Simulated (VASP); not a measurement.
# ZrH (P4_2/mmc) in VASP: a series of runs

The runs below take ZrH through single point, with PBEsol.

All numbers are computed with VASP 6.6.1; they aren't measurements. Logs are shortened: lines on timing, memory, paths and dates and some standing lists are left out, and cuts for length are marked.

### 1 The cell of the first run

It takes space group P4_2/mmc (No. 131, tetragonal). The conventional cell has a = 3.262 Å, b = 3.262 Å, c = 5.060 Å, α = 90.00°, β = 90.00°, γ = 90.00°. Within 2.7 Å of Zr (site symmetry mmm) lie 4 H at 2.06 Å. Within 2.7 Å of H (site symmetry -4m2) lie 4 Zr at 2.06 Å and 2 H at 2.53 Å.

### 2 Single point, PBEsol (13.46 Å³/atom)

INCAR

```
PREC = Accurate
ENCUT = 520
EDIFF = 1E-6
ISMEAR = 0
SIGMA = 0.1
LREAL = F
LASPH = T
NELM = 80
ALGO = Normal
ISIF = 2
LWAVE = F
LCHARG = T
GGA = PS
LELF = T
LVHAR = T
NBANDS = 21
```

KPOINTS

```
regular mesh
0
Gamma
  14 14 8
```

POSCAR

```
ZrH
1.0
    3.2617972610      0.0000000000      0.0000000000
    0.0000000000      3.2617972610      0.0000000000
    0.0000000000      0.0000000000      5.0604977215
Zr H
2 2
Direct
    0.0000000000      0.5000000000      0.0000000000
    0.5000000000      0.0000000000      0.5000000000
    0.0000000000      0.0000000000      0.7500000000
    0.0000000000      0.0000000000      0.2500000000
```

Potentials or basis: VASP PAW PBE potentials, release 64 (Zr_sv, H).

On the command line:

```bash
$ cat potpaw_PBE.64/Zr_sv/POTCAR potpaw_PBE.64/H/POTCAR > POTCAR
$ mpirun -np 1 vasp_std > vasp.out
```

OUTCAR:

```text
PREC = Accurate
   ENCUT = 520
   EDIFF = 1E-6
   ISMEAR = 0
   LREAL = F
   LASPH = T
   NELM = 80
   ISIF = 2
   GGA = PS

 ion  position               nearest neighbor table
   1  0.000  0.500  0.000-   3 2.06   4 2.06   3 2.06   4 2.06   2 3.42   2 3.42   2 3.42   2 3.42
                             2 3.42   2 3.42   2 3.42   2 3.42
   2  0.500  0.000  0.500-   3 2.06   4 2.06   3 2.06   4 2.06   1 3.42   1 3.42   1 3.42   1 3.42
                             1 3.42   1 3.42   1 3.42   1 3.42
   3  0.000  0.000  0.750-   1 2.06   2 2.06   1 2.06   2 2.06
   4  0.000  0.000  0.250-   1 2.06   2 2.06   1 2.06   2 2.06

  LATTYP: Found a simple tetragonal cell.
 ALAT       =     3.2617972610
 C/A-ratio  =     1.5514445922

  Lattice vectors:

 A1 = (   3.2617972610,   0.0000000000,   0.0000000000)
 A2 = (   0.0000000000,   3.2617972610,   0.0000000000)
 A3 = (   0.0000000000,   0.0000000000,   5.0604977215)

Analysis of symmetry for initial positions (statically):
=====================================================================
 Subroutine PRICEL returns:
 Original cell was already a primitive cell.

 Routine SETGRP: Setting up the symmetry group for a
 simple tetragonal supercell.

 Subroutine GETGRP returns: Found 16 space group operations
 (whereof  8 operations were pure point group operations)
 out of a pool of 16 trial point group operations.

The static configuration has the point symmetry D_2h.
 The point group associated with its full space group is D_4h.

Analysis of symmetry for dynamics (positions and initial velocities):
=====================================================================
 Subroutine PRICEL returns:
 Original cell was already a primitive cell.

 Routine SETGRP: Setting up the symmetry group for a
 simple tetragonal supercell.

 Subroutine GETGRP returns: Found 16 space group operations
 (whereof  8 operations were pure point group operations)
 out of a pool of 16 trial point group operations.

The dynamic configuration has the point symmetry D_2h.
 The point group associated with its full space group is D_4h.

 Subroutine INISYM returns: Found 16 space group operations
 (whereof  8 operations are pure point group operations),
 and found     1 'primitive' translations

----------------------------------------------------------------------------------------

[... 94 lines left out ...]
   ENCUT  =  520.0 eV  38.22 Ry    6.18 a.u.   6.06  6.06  9.41*2*pi/ulx,y,z
   NELM   =     80;   NELMIN=  2; NELMDL= -5     # of ELM steps
   EDIFF  = 0.1E-05   stopping-criterion for ELM
   LREAL  =      F    real-space projection
   EDIFFG = 0.1E-04   stopping-criterion for IOM
   NSW    =      0    number of steps for IOM
   IBRION =     -1    ionic relax: 0-MD 1-quasi-New 2-CG
   NFREE  =      0    steps in history (QN), initial steepest desc. (CG)
   ISIF   =      2    stress and relaxation
   ISYM   =      2    0-nonsym 1-usesym 2-fastsym
   POTIM  = 0.5000    time-step for ionic-motion
   TEBEG  =    0.0;   TEEND  =   0.0 temperature during run
   PSTRESS=    0.0 pullay stress
   NELECT =      26.0000    total number of electrons
   NUPDOWN=      -1.0000    fix difference up-down
   EMIN   =  10.00;   EMAX   =-10.00  energy-range for DOS
   EFERMI =   0.00;   METHOD = LEGACY
   ISMEAR =     0;   SIGMA  =   0.10  broadening in eV -4-tet -1-fermi 0-gaus
   EFERMI_NEDOS =   21; number of points for ismear=-14 and -15
   IALGO  =     38    algorithm
   IMIX   =      4    mixing-type and parameters
     AMIX     =   0.40;   BMIX     =  1.00
     AMIX_MAG =   1.60;   BMIX_MAG =  1.00
  volume/ion in A,a.u.               =      13.46        90.83
  Fermi-wavevector in a.u.,A,eV,Ry     =   1.284390  2.427145 22.444953  1.649658
  Thomas-Fermi vector in A             =   2.416586
   LORBIT       =      0    0 simple, 1 ext, 2 COOP (PROOUT), +10 PAW based schemes
   GGA     = PS    functional components
   LHFCALC =     F    Hartree Fock is set to
   AEXX    =    0.0000 exact exchange contribution
   IVDW    =     0    specifies the selected vdW correction
   LEPSILON=     F    determine dielectric tensor
   LRPA    =     F    only Hartree local field effects (RPA)
 non-spin polarized calculation
 Gauss-broadening in eV      SIGMA  =   0.10
  energy-cutoff  :      520.00
  volume of cell :       53.84
 maximum number of plane-waves:      1470
   NGX = 13   NGY = 13   NGZ = 19

 number of electron      25.9999998 magnetization

 Free energy of the ion-electron system (eV)
  ---------------------------------------------------
  ext. energy  EPLUGINS =         0.00000000
  ---------------------------------------------------
  free energy    TOTEN  =       -26.60659279 eV

  energy without entropy =      -26.59756936  energy(sigma->0) =      -26.60208108

 E-fermi :   7.7464     XC(G=0): -11.0096

 val. band max:        7.7463343941   @ k =   0.0714   0.0000   0.1250
 cond. band min:       7.7542236080   @ k =   0.2143   0.0714   0.1250
 fundamental gap:      0.0078892139
 Fermi energy:         7.7464109839

 k-point     1 :       0.0000    0.0000    0.0000
  band No.  band energies     occupation
      1     -41.1373      2.00000
      2     -41.0486      2.00000
      3     -19.4855      2.00000
      4     -19.0284      2.00000
      5     -19.0284      2.00000
      6     -18.8691      2.00000
[... 565 lines left out ...]
     20      13.8360      0.00000
     21      14.5648      0.00000

 [... further k-points ...]

------------------------ aborting loop because EDIFF is reached ----------------------------------------

  FORCE on cell =-STRESS in cart. coord.  units (eV):
  Direction    XX          YY          ZZ          XY          YZ          ZX
  --------------------------------------------------------------------------------------
  -------------------------------------------------------------------------------------
  Total       -2.1286707     -2.1286707     -2.1285397      0.0000000      0.0000000      0.0000000
  in kB      -63.3449353    -63.3449353    -63.3410387      0.0000000      0.0000000      0.0000000
  external PRESSURE =     -63.3436365 kB  Pullay stress =       0.0000000 kB

 VOLUME and BASIS-vectors are now :
 -----------------------------------------------------------------------------
  energy-cutoff  :      520.00
  volume of cell :       53.84
      direct lattice vectors                 reciprocal lattice vectors
     3.261797261  0.000000000  0.000000000     0.306579447  0.000000000  0.000000000
     0.000000000  3.261797261  0.000000000     0.000000000  0.306579447  0.000000000
     0.000000000  0.000000000  5.060497721     0.000000000  0.000000000  0.197609021

 POSITION                                       TOTAL-FORCE (eV/Angst)
 -----------------------------------------------------------------------------------
      0.00000      1.63090      0.00000        -0.000000      0.000000      0.000000
      1.63090      0.00000      2.53025        -0.000000      0.000000      0.000000
      0.00000      0.00000      3.79537         0.000000     -0.000000      0.000000
      0.00000      0.00000      1.26512        -0.000000      0.000000     -0.000000
 -----------------------------------------------------------------------------------
    total drift:                                0.000000      0.000000     -0.000000

  FREE ENERGIE OF THE ION-ELECTRON SYSTEM (eV)
  ---------------------------------------------------
  free  energy   TOTEN  =       -26.6065927899 eV

  energy  without entropy=      -26.5975693631  energy(sigma->0) =      -26.60208108
```

stdout:

```text
POSCAR found type information on POSCAR ZrH
 POSCAR found :  2 types and       4 ions
 scaLAPACK will be used
 -----------------------------------------------------------------------------
|                                                                             |
|                                                                             |
|     You enforced a specific xc type in the INCAR file but a different       |
|     I HOPE YOU KNOW WHAT YOU ARE DOING!                                     |
|                                                                             |
 -----------------------------------------------------------------------------

 LDA part: xc-table for (Slater+PW92), standard interpolation
 POSCAR, INCAR and KPOINTS ok, starting setup
 FFT: planning ... GRIDC
 FFT: planning ... GRID_SOFT
 FFT: planning ... GRID
 WAVECAR not read
 entering main loop
```

Run time: 63 s. Hardware: 1 thread of Intel Xeon Platinum 8559C (Emerald Rapids), shared host; peak memory 0.28 GiB.

What came out:

| Property | Result |
| --- | --- |
| Free energy | -26.6066 eV |
| Pressure | -6.3 GPa |
| Band gap on the k mesh | zero (bands 13 and 14 overlap by 0.89 eV) |

Caveat: the cell stands under tension; the PAW data sets were made with another functional, which shifts forces and pressure a little.

[end of part 1 of 2]
